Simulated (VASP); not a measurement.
Set up this calculation in VASP 6.6.1, as the native input.

```
Task                   : single point
Functional             : PBE
Potentials or basis    : VASP PAW PBE potentials, release 64 (La, Zr_sv, O)
Cutoff                 : 520 eV
k mesh                 : 6 × 6 × 6
Occupations            : gaussian, width 0.1 eV
Spin                   : collinear spin
Starting moments       : [-0.14, -0.14, -0.14, -0.14, 2.26, 0.0] μB
Dipole correction      : no
Further INCAR settings : ALGO = Normal; EDIFF = 1e-06; NBANDS = 44
```

The structure of La4ZrO lies in POSCAR:

```
La4ZrO
1.0
    0.0000000000      5.1095863507      5.1095863507
    5.1095863507      0.0000000000      5.1095863507
    5.1095863507      5.1095863507      0.0000000000
La Zr O
4 1 1
Direct
    0.3783781650      0.8648655051      0.3783781650
    0.3783781650      0.3783781650      0.3783781650
    0.8648655051      0.3783781650      0.3783781650
    0.3783781650      0.3783781650      0.8648655051
    0.0000000000      0.0000000000      0.0000000000
    0.2500000000      0.2500000000      0.2500000000
```

The cell was built from a structure type or drawn by symmetry, and may not be a known phase.

These files were run (other wordings do the same):

INCAR

```
PREC = Accurate
ENCUT = 520
EDIFF = 1E-6
ISMEAR = 0
SIGMA = 0.1
LREAL = False
LASPH = True
NELM = 150
ALGO = Normal
ISIF = 2
LWAVE = False
LCHARG = False
ISPIN = 2
MAGMOM = -0.14 -0.14 -0.14 -0.14 2.26 0
LORBIT = 11
LMAXMIX = 6
GGA = PE
NBANDS = 44
```

KPOINTS

```
Automatic mesh
0
Gamma
  6 6 6
```

Potentials or basis: VASP PAW PBE potentials, release 64 (La, Zr_sv, O).

The run is started by

```console
$ cat potpaw_PBE.64/La/POTCAR potpaw_PBE.64/Zr_sv/POTCAR potpaw_PBE.64/O/POTCAR > POTCAR
$ mpirun -np 1 vasp_std > vasp.out
```

It gave:

| Item | Value |
| --- | --- |
| Pressure | 0.0 GPa |
| Largest force | 0.033 eV/Å |
| Net moment | 0.90 μB per cell |
| Site moments | La -0.26; Zr +1.31; O -0.03 μB |
| Valence electrons inside the program's atomic spheres | La 8.61; Zr 9.57; O 5.09 |

Run time: 13 min on 1 thread of Intel(R) Xeon(R) Platinum 8488C (Sapphire Rapids), with other jobs on the host, peak memory 0.69 GiB.
